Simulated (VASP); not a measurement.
Set up this calculation in VASP 6.6.1, as the native input.

```
Task                            : G0W0 quasiparticle levels
Functional                      : PBE
Potentials or basis             : VASP PAW PBE potentials, release 64 (Pb_d_GW, Se_GW)
Cutoff                          : 500 eV
k mesh                          : 4 × 4 × 4
Occupations                     : gaussian, width 0.01 eV
Spin                            : no spin polarisation
Dipole correction               : no
GW scheme                       : G0W0
GW iterations                   : 1
Cutoff of the response function : 140
Frequency points                : 96
Empty bands                     : 301
Further INCAR settings          : ALGO = EVGW0; EDIFF = 1e-08; NBANDS = 312
```

The system is PbSe.

```xyz
2
Lattice="0.0000 3.4232 3.4232 3.4232 0.0000 3.4232 3.4232 3.4232 0.0000" Properties=species:S:1:pos:R:3 pbc="T T T"
Pb    0.0000    0.0000    0.0000
Se    1.7116    1.7116    1.7116
```

These files were run (other wordings do the same):

POSCAR

```
PbSe
1.0
    0.0000000000      3.4232041364      3.4232041364
    3.4232041364      0.0000000000      3.4232041364
    3.4232041364      3.4232041364      0.0000000000
Pb Se
1 1
Direct
    0.0000000000      0.0000000000      0.0000000000
    0.2500000000      0.2500000000      0.2500000000
```

INCAR.step1

```
PREC = Accurate
ENCUT = 500
EDIFF = 1E-8
ISMEAR = 0
SIGMA = 0.01
LREAL = False
LASPH = True
NELM = 80
ALGO = Normal
LWAVE = True
LCHARG = False
GGA = PE
```

INCAR.step2

```
PREC = Accurate
ENCUT = 500
EDIFF = 1E-8
ISMEAR = 0
SIGMA = 0.01
LREAL = False
LASPH = True
NELM = 1
ALGO = Exact
LWAVE = True
LCHARG = False
GGA = PE
NBANDS = 312
LOPTICS = True
ISTART = 1
```

INCAR.step3

```
PREC = Accurate
ENCUT = 500
EDIFF = 1E-8
ISMEAR = 0
SIGMA = 0.01
LREAL = False
LASPH = True
ALGO = EVGW0
LWAVE = False
LCHARG = False
GGA = PE
NELMGW = 1
NBANDS = 312
ENCUTGW = 140.0
NOMEGA = 96
PRECFOCK = Fast
ISTART = 1
NBANDSGW = 19
OMEGAMAX = 20
```

KPOINTS

```
regular mesh
0
Gamma
  4 4 4
```

Potentials or basis: VASP PAW PBE potentials, release 64 (Pb_d_GW, Se_GW).

Launch:

```console
$ cat potpaw_PBE.64/Pb_d_GW/POTCAR potpaw_PBE.64/Se_GW/POTCAR > POTCAR
$ cp INCAR.step1 INCAR
$ mpirun -np 1 vasp_std > vasp.out
$ cp INCAR.step2 INCAR
$ mpirun -np 1 vasp_std > vasp.out
$ cp INCAR.step3 INCAR
$ mpirun -np 1 vasp_std > vasp.out
```

Results of the run:

| Property | Result |
| --- | --- |
| Quasiparticle gap | 0.96 eV |
| Least direct quasiparticle gap | 1.58 eV |
| Band gap of the starting levels on the mesh | 0.62 eV |
| Least direct gap of the starting levels on the mesh | 1.15 eV |

Caveat: the k points lie up to 0.40 Å⁻¹ apart; bands, screening cutoff and mesh are small and nothing is extrapolated, so the quasiparticle values aren't converged; the structure was generated, so it needn't be the stable form of PbSe; spin-orbit coupling is left out, which moves the levels of the heavy elements.

It took 16 min on 1 thread of Intel(R) Xeon(R) Platinum 8488C (Sapphire Rapids), with other jobs on the host, peak memory 1.2 GiB.
